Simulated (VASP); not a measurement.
Write the native input for VASP 6.6.1 that does the following.

| Item | Value |
| --- | --- |
| Task | single point |
| Functional | revPBE |
| Dispersion | D3(BJ) |
| Potentials or basis | VASP PAW PBE potentials, release 64 (Pb_d, Se) |
| Cutoff | 520 eV |
| k mesh | 8 × 8 × 8 |
| Occupations | fermi-dirac, width 0.05 eV |
| Spin | no spin polarisation |
| Dipole correction | no |
| Further INCAR settings | ALGO = Normal; EDIFF = 1e-06; NBANDS = 17 |

The structure of PbSe (Clausthalite) lies in POSCAR:

```
PbSe
1.0
    0.0000000000      3.0809197960      3.0809197960
    3.0809197960      0.0000000000      3.0809197960
    3.0809197960      3.0809197960      0.0000000000
Pb Se
1 1
Direct
    0.0000000000      0.0000000000      0.0000000000
    0.5000000000      0.5000000000      0.5000000000
```

The input as run:

INCAR

```
PREC     = Accurate       # precision mode
ENCUT    = 520            # plane-wave cutoff, eV
EDIFF    = 1E-6           # SCF threshold, eV
ISMEAR   = -1             # smearing method
SIGMA    = 0.05           # smearing width, eV
LREAL    = F              # projectors in reciprocal space
LASPH    = T              # aspherical terms in the spheres
NELM     = 100            # most SCF steps
ALGO     = Normal         # electronic algorithm
ISIF     = 2              # what is computed and relaxed
LWAVE    = F              # write WAVECAR
LCHARG   = T              # write CHGCAR
GGA      = RE             # functional
IVDW     = 12             # dispersion correction
LELF     = T              # ELF
LVHAR    = T            
NBANDS   = 17             # bands
```

KPOINTS

```
regular mesh
0
Gamma
  8 8 8
```

Potentials or basis: VASP PAW PBE potentials, release 64 (Pb_d, Se).

Command:

```sh
$ cat potpaw_PBE.64/Pb_d/POTCAR potpaw_PBE.64/Se/POTCAR > POTCAR
$ mpirun -np 1 vasp_std > vasp.out
```

Results of the run:

```json
{"Pressure": "-1.2 GPa", "Band gap on the k mesh": "0.42 eV, direct", "Dispersion energy per atom": "-0.671 eV"}
```

Caveat: the PAW data sets were made with another functional, which shifts forces and pressure a little; spin-orbit coupling is left out, which moves the levels of the heavy elements.

Run time: 13 s on 1 thread of AMD EPYC 9R45 96-Core Processor (Zen 5) (shared host), peak memory 0.17 GiB.
